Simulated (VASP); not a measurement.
# Si5P13 in VASP: a series of runs

Si5P13 is run at these levels: PBE; tasks: single point.

Everything below comes from runs of VASP 6.6.1. Logs are shortened: lines on timing, memory, paths and dates and some standing lists are left out, and cuts for length are marked.

## Step 1: The cell of the first run

The cell holds an amorphous packing of atoms, 18 atoms: a = 7.050 Å, b = 7.051 Å, c = 7.040 Å, α = 90.50°, β = 87.18°, γ = 89.28°.

## Step 2: Single point, PBE

INCAR

```
PREC = Accurate
ENCUT = 520
EDIFF = 1E-7
ISMEAR = -1
SIGMA = 0.1861
LREAL = Auto
LASPH = T
NELM = 80
ALGO = Normal
ISIF = 2
LWAVE = F
LCHARG = T
GGA = PE
LELF = T
LVHAR = T
NBANDS = 58
ISYM = 0
```

KPOINTS

```
Automatic mesh
0
Gamma
  1 1 1
  0.25 0.25 0.25
```

POSCAR

```
Si5P13
1.0
    7.0479230000      0.0446470000      0.1733930000
    0.0446470000      7.0511420000     -0.0312760000
    0.1733930000     -0.0312760000      7.0375900000
Si P
5 13
Direct
    0.8081388674      0.3920671023      0.6091184153
    0.6496772846      0.6496012954      0.8299053279
    0.2203156782      0.4038526122      0.2528951954
    0.4705827268      0.3319392998      0.8772619580
    0.7369970568      0.6829197657      0.4308719132
    0.7450165724      0.9059648714      0.7073062368
    0.5639132097      0.1392874972      0.6284356936
    0.3460725164      0.1200600154      0.3738111264
    0.6842098934      0.9805984065      0.0757618716
    0.2067179787      0.3479965888      0.5772701295
    0.1427943736      0.8754967543      0.4315857405
    0.2811438707      0.8645690605      0.8627524313
    0.8363295211      0.5700144216      0.1339759898
    0.9058040992      0.8787257412      0.2212372326
    0.9746839109      0.5965699645      0.8505002359
    0.7931804665      0.2461652125     -0.0289999670
    0.3485399660      0.5858907085      0.4849036286
    0.1611597034      0.1014469432      1.0767073515
```

Potentials or basis: VASP PAW PBE potentials, release 64 (Si, P).

The run is started by

```sh
> cat potpaw_PBE.64/Si/POTCAR potpaw_PBE.64/P/POTCAR > POTCAR
> mpirun -np 1 vasp_std > vasp.out
```

OUTCAR:

```text
PREC = Accurate
   ENCUT = 520
   EDIFF = 1E-7
   ISMEAR = -1
   LREAL = Auto
   LASPH = T
   NELM = 80
   ISIF = 2
   GGA = PE
   ISYM = 0

 ion  position               nearest neighbor table
   1  0.808  0.392  0.609-   5 2.47   7 2.49  15 2.56   2 2.59  16 2.75  10 2.82   4 3.00
   2  0.650  0.650  0.830-   6 2.11  15 2.33   1 2.59   4 2.60  13 2.63   5 2.86   9 2.91  12 2.99

   3  0.220  0.404  0.253-  17 2.30  10 2.32   8 2.36  18 2.51   4 3.14
   4  0.471  0.332  0.877-   7 2.27  16 2.47   2 2.60  10 2.88   1 3.00  18 3.03   3 3.14
   5  0.737  0.683  0.431-  13 2.30  14 2.32   1 2.47   6 2.49  17 2.84   2 2.86
   6  0.745  0.906  0.707-   2 2.11   7 2.16   5 2.49   9 2.66  15 2.92
   7  0.564  0.139  0.628-   6 2.16   4 2.27   8 2.42   1 2.49  10 2.94
   8  0.346  0.120  0.374-  11 2.28  10 2.32   3 2.36   7 2.42  18 2.52
   9  0.684  0.981  0.076-  14 2.04  16 2.16   6 2.66   2 2.91
  10  0.207  0.348  0.577-  17 2.06   3 2.32   8 2.32   1 2.82   4 2.88   7 2.94
  11  0.143  0.875  0.432-   8 2.28  14 2.29  17 2.53
  12  0.281  0.865  0.863-  18 2.36  15 2.89   2 2.99
  13  0.836  0.570  0.134-  15 2.19   5 2.30  14 2.32  16 2.57   2 2.63
  14  0.906  0.879  0.221-   9 2.04  11 2.29  13 2.32   5 2.32  18 2.58
  15  0.975  0.597  0.851-  13 2.19   2 2.33   1 2.56  12 2.89  16 2.91   6 2.92
  16  0.793  0.246  0.971-   9 2.16   4 2.47  13 2.57   1 2.75  18 2.91  15 2.91
  17  0.349  0.586  0.485-  10 2.06   3 2.30  11 2.53   5 2.84
  18  0.161  0.101  0.077-  12 2.36   3 2.51   8 2.52  14 2.58  16 2.91   4 3.03

IMPORTANT INFORMATION: All symmetrisations will be switched off!
NOSYMM: (Re-)initialisation of all symmetry stuff for point group C_1.

----------------------------------------------------------------------------------------

                                     Primitive cell

  volume of cell :     349.5060

  direct lattice vectors                    reciprocal lattice vectors
     7.047923000  0.044647000  0.173393000     0.141977725 -0.000914520 -0.003502129
     0.044647000  7.051142000 -0.031276000    -0.000914520  0.141829685  0.000652842
     0.173393000 -0.031276000  7.037590000    -0.003502129  0.000652842  0.142183285

  length of vectors
     7.050196955  7.051352710  7.039795191     0.142023856  0.141834136  0.142227907

  position of ions in fractional coordinates (direct lattice)
     0.808138867  0.392067102  0.609118415
     0.649677285  0.649601295  0.829905328
     0.220315678  0.403852612  0.252895195
     0.470582727  0.331939300  0.877261958
     0.736997057  0.682919766  0.430871913
     0.745016572  0.905964871  0.707306237
     0.563913210  0.139287497  0.628435694
     0.346072516  0.120060015  0.373811126
     0.684209893  0.980598407  0.075761872
     0.206717979  0.347996589  0.577270130
     0.142794374  0.875496754  0.431585740
     0.281143871  0.864569061  0.862752431
     0.836329521  0.570014422  0.133975990
     0.905804099  0.878725741  0.221237233
     0.974683911  0.596569964  0.850500236
     0.793180466  0.246165213  0.971000033
     0.348539966  0.585890709  0.484903629
     0.161159703  0.101446943  0.076707351

  ion indices of the primitive-cell ions
   primitive index   ion index
                 1           1
                 2           2
                 3           3
                 4           4
                 5           5
                 6           6
                 7           7
                 8           8
                 9           9
                10          10
                11          11
                12          12
                13          13
                14          14
                15          15
                16          16
                17          17
                18          18

----------------------------------------------------------------------------------------

 KPOINTS: Automatic mesh

Automatic generation of k-mesh.
 Grid dimensions read from file:
 generate k-points for:    1    1    1

 Generating k-lattice:

  Cartesian coordinates                     Fractional coordinates (reciprocal lattice)
     0.141977725 -0.000914520 -0.003502129     1.000000000  0.000000000  0.000000000
    -0.000914520  0.141829685  0.000652842    -0.000000000  1.000000000 -0.000000000
    -0.003502129  0.000652842  0.142183285     0.000000000 -0.000000000  1.000000000

  Length of vectors
     0.142023856  0.141834136  0.142227907

  Shift w.r.t. Gamma in fractional coordinates (k-lattice)
     0.250000000  0.250000000  0.250000000

 Subroutine IBZKPT returns following result:
 ===========================================

 Found      1 irreducible k-points:

 Following reciprocal coordinates:
            Coordinates               Weight
  0.250000  0.250000  0.250000      2.000000
   k-points           NKPTS =      1   k-points in BZ     NKDIM =      1   number of bands    NBANDS=     58
   number of dos      NEDOS =    301   number of ions     NIONS =     18
   total plane-waves  NPLWV = 157464
   dimension x,y,z NGX =    54 NGY =   54 NGZ =   54
   dimension x,y,z NGXF=   108 NGYF=  108 NGZF=  108
   ions per type =               5  13
   NGX,Y,Z   is equivalent  to a cutoff of  12.73, 12.73, 12.75 a.u.
   NGXF,Y,Z  is equivalent  to a cutoff of  25.47, 25.46, 25.50 a.u.
 SYSTEM =  unknown system
   PREC   = accura    normal or accurate (medium, high low for compatibility)
   ISTART =      0    job   : 0-new  1-cont  2-samecut
   ICHARG =      2    charge: 1-file 2-atom 10-const
   ISPIN  =      1    spin polarized calculation?
   LNONCOLLINEAR =      F non collinear calculations
   LSORBIT =      F    spin-orbit coupling
   LASPH  =      T    aspherical Exc in radial PAW
   ENCUT  =  520.0 eV  38.22 Ry    6.18 a.u.  13.11 13.11 13.09*2*pi/ulx,y,z
   NELM   =     80;   NELMIN=  2; NELMDL= -5     # of ELM steps
   EDIFF  = 0.1E-06   stopping-criterion for ELM
   LREAL  =      T    real-space projection
   EDIFFG = 0.1E-05   stopping-criterion for IOM
   NSW    =      0    number of steps for IOM
   IBRION =     -1    ionic relax: 0-MD 1-quasi-New 2-CG
   NFREE  =      0    steps in history (QN), initial steepest desc. (CG)
   ISIF   =      2    stress and relaxation
   ISYM   =      0    0-nonsym 1-usesym 2-fastsym
   POTIM  = 0.5000    time-step for ionic-motion
   TEBEG  =    0.0;   TEEND  =   0.0 temperature during run
   PSTRESS=    0.0 pullay stress
   NELECT =      85.0000    total number of electrons
   NUPDOWN=      -1.0000    fix difference up-down
   EMIN   =  10.00;   EMAX   =-10.00  energy-range for DOS
   EFERMI =   0.00;   METHOD = LEGACY
   ISMEAR =    -1;   SIGMA  =   0.19  broadening in eV -4-tet -1-fermi 0-gaus
   EFERMI_NEDOS =   21; number of points for ismear=-14 and -15
   IALGO  =     38    algorithm
   IMIX   =      4    mixing-type and parameters
     AMIX     =   0.40;   BMIX     =  1.00
     AMIX_MAG =   1.60;   BMIX_MAG =  1.00
  volume/ion in A,a.u.               =      19.42       131.03
  Fermi-wavevector in a.u.,A,eV,Ry     =   1.021871  1.931057 14.207492  1.044221
  Thomas-Fermi vector in A             =   2.155520
   LORBIT       =      0    0 simple, 1 ext, 2 COOP (PROOUT), +10 PAW based schemes
   GGA     = PE    functional components
   LHFCALC =     F    Hartree Fock is set to
   AEXX    =    0.0000 exact exchange contribution
   IVDW    =     0    specifies the selected vdW correction
   LEPSILON=     F    determine dielectric tensor
   LRPA    =     F    only Hartree local field effects (RPA)
 non-spin polarized calculation
  energy-cutoff  :      520.00
  volume of cell :      349.51
 maximum number of plane-waves:      9412
 NGX is ok and might be reduce to    54
   NGX = 27   NGY = 27   NGZ = 27

 number of electron      84.9999997 magnetization

 Free energy of the ion-electron system (eV)
  ---------------------------------------------------
  ext. energy  EPLUGINS =         0.00000000
  ---------------------------------------------------
  free energy    TOTEN  =       -88.40945291 eV

  energy without entropy =      -87.68859915  energy(sigma->0) =      -88.04902603

 E-fermi :   6.1252     XC(G=0):  -9.7227

 val. band max:        6.1071841963   @ k =   0.2500   0.2500   0.2500
 cond. band min:       6.4863265455   @ k =   0.2500   0.2500   0.2500
 fundamental gap:      0.3791423492
 Fermi energy:         6.1252244005

 k-point     1 :       0.2500    0.2500    0.2500
  band No.  band energies     occupation
      1      -8.8315      2.00000
      2      -8.5897      2.00000
      3      -7.5003      2.00000
      4      -7.0529      2.00000
      5      -6.5997      2.00000
      6      -5.7555      2.00000
      7      -5.2323      2.00000
      8      -4.9408      2.00000
      9      -4.3652      2.00000
     10      -3.4029      2.00000
     11      -3.2214      2.00000
     12      -2.6760      2.00000
     13      -2.4135      2.00000
     14      -2.0084      2.00000
     15      -1.6273      2.00000
     16      -1.2486      2.00000
     17      -0.6305      2.00000
     18       0.0093      2.00000
     19       0.3403      2.00000
     20       0.4692      2.00000
     21       0.7814      2.00000
     22       1.0255      2.00000
     23       1.3123      2.00000
     24       1.5521      2.00000
     25       1.8598      2.00000
     26       2.1841      2.00000
     27       2.3694      2.00000
     28       2.5287      2.00000
     29       2.7366      2.00000
     30       2.9218      2.00000
     31       3.2101      2.00000
     32       3.2800      2.00000
     33       3.5917      2.00000
     34       3.8699      1.99999
     35       4.2303      1.99992
     36       4.4504      1.99975
     37       4.5546      1.99957
     38       4.6631      1.99923
     39       4.8958      1.99730
     40       5.0770      1.99287
     41       5.5633      1.90691
     42       5.7935      1.71198
     43       6.1072      1.04843
     44       6.4863      0.25122
     45       6.7444      0.06931
     46       7.0255      0.01573
     47       7.2175      0.00563
     48       7.4576      0.00155
     49       7.6997      0.00042
     50       7.9335      0.00012
     51       8.1584      0.00004
     52       8.2433      0.00002
     53       8.5005      0.00001
     54       8.7346      0.00000
 [bands above 54 left out]

------------------------ aborting loop because EDIFF is reached ----------------------------------------

  FORCE on cell =-STRESS in cart. coord.  units (eV):
  Direction    XX          YY          ZZ          XY          YZ          ZX
  --------------------------------------------------------------------------------------
  -------------------------------------------------------------------------------------
  Total       -2.6402855      2.4411054      5.4955124      0.2056895     -4.4272746      2.8935954
  in kB      -12.1033843     11.1903191     25.1920860      0.9429054    -20.2951561     13.2645873
  external PRESSURE =       8.0930069 kB  Pullay stress =       0.0000000 kB

 VOLUME and BASIS-vectors are now :
 -----------------------------------------------------------------------------
  energy-cutoff  :      520.00
  volume of cell :      349.51
      direct lattice vectors                 reciprocal lattice vectors
     7.047923000  0.044647000  0.173393000     0.141977725 -0.000914520 -0.003502129
     0.044647000  7.051142000 -0.031276000    -0.000914520  0.141829685  0.000652842
     0.173393000 -0.031276000  7.037590000    -0.003502129  0.000652842  0.142183285

 POSITION                                       TOTAL-FORCE (eV/Angst)
 -----------------------------------------------------------------------------------
      5.81882      2.78155      4.41459         0.362631      0.112688      0.435693
      4.75178      4.58348      5.93287        -1.825668     -2.047835      1.001055
      1.61465      2.84955      1.80534        -0.284957      0.670298     -1.558385
      3.48356      2.33412      6.24502         0.036659      0.300567      0.703670
      5.29950      4.83479      3.13873        -1.007289     -0.407669      1.127660
      5.41391      6.39923      5.07858         1.683829      0.837558     -1.514830
      4.08960      0.98766      4.51610         0.103686      0.226267     -0.607546
      2.50927      0.85032      2.68698         0.763179     -0.837997     -0.384857
      4.87918      6.94252      0.62115        -2.050467      0.699186     -0.515075
      1.57256      2.44495      4.08755        -2.003879     -1.104061      1.860432
      1.12033      6.16613      3.03470        -0.019319     -0.086338      1.414533
      2.16968      6.08177      6.09341        -0.752527      0.320141     -0.375889
      5.94307      4.05240      1.07005         0.363478     -1.385459     -0.461846
      6.46163      6.22954      1.68655         1.926569      0.115788      0.407806
      7.04360      4.22342      6.13582         1.008629      0.421044     -0.473450
      5.76963      1.74079      6.96333        -0.567189      0.743165      0.683107
      2.56672      4.13159      3.45466         1.831673      2.247837     -0.439860
      1.15367      0.72011      0.56461         0.430962     -0.825181     -1.302218
 -----------------------------------------------------------------------------------
    total drift:                               -0.009868     -0.001348      0.003074

  FREE ENERGIE OF THE ION-ELECTRON SYSTEM (eV)
  ---------------------------------------------------
  free  energy   TOTEN  =       -88.4094529130 eV

  energy  without entropy=      -87.6885991463  energy(sigma->0) =      -88.04902603
```

It took 38 s on 1 thread of Intel Xeon Platinum 8559C (Emerald Rapids), shared host; peak memory 0.4 GiB.

What came out:

- Free energy: -88.4095 eV
- Pressure: 0.8 GPa
- Largest force: 2.949 eV/Å

Forces in eV/Å, atoms in the order of the input:
```
Si   0.363  0.113  0.436
Si  -1.826 -2.048  1.001
Si  -0.285  0.670 -1.558
Si   0.037  0.301  0.704
Si  -1.007 -0.408  1.128
P    1.684  0.838 -1.515
P    0.104  0.226 -0.608
P    0.763 -0.838 -0.385
P   -2.050  0.699 -0.515
P   -2.004 -1.104  1.860
P   -0.019 -0.086  1.415
P   -0.753  0.320 -0.376
P    0.363 -1.385 -0.462
P    1.927  0.116  0.408
P    1.009  0.421 -0.473
P   -0.567  0.743  0.683
P    1.832  2.248 -0.440
P    0.431 -0.825 -1.302
```

Stress tensor (GPa, compression positive):
```
-1.21  0.09  1.33
 0.09  1.12 -2.03
 1.33 -2.03  2.52
```

Levels at points of the mesh, in eV from the Fermi level:
| k point | band 40 | band 41 | band 42 | band 43 | band 44 | band 45 | band 46 | band 47 |
| --- | --- | --- | --- | --- | --- | --- | --- | --- |
| (0.25, 0.25, 0.25) | -1.05 | -0.56 | -0.33 | -0.02 | 0.36 | 0.62 | 0.90 | 1.09 |

Caveat: the k points lie up to 0.89 Å⁻¹ apart.

[end of part 1 of 2]
